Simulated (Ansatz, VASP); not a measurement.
## Ag in VASP and in Ansatz

```
Ag
1.0
    -1.64454    1.64454    1.64454
     1.64454   -1.64454    1.64454
     1.64454    1.64454   -1.64454
Ag
1
Direct
  0.00000 0.00000 0.00000
```

Change from the starting cell: volume scaled by 0.98.

Alike in both runs: task single point; functional LDA; k mesh 11 × 11 × 11; occupations fermi-dirac, width 0.05 eV; no spin polarisation.

```csv
,VASP,Ansatz
version,VASP 6.6.1,Ansatz 0.2.0
potentials or method,"VASP PAW LDA potentials, release 64 (Ag), cutoff 520 eV","all-electron LAPW, scalar-relativistic"
```

VASP gave:

| Item | Value |
| --- | --- |
| gap on the k mesh at the Fermi level (eV) | none |
| pressure (GPa) | -9.9 |

Question: Estimate Ansatz's values.

Answer: gap on the k mesh at the Fermi level (eV): none; pressure (GPa): -10.1.

LDA's correlation is that of Perdew and Zunger in VASP and of Perdew and Wang (1992) in Ansatz. A gap of «none» marks a metal or a gap that the smearing closes. Ansatz ran all-electron here, and VASP with PAW potentials.
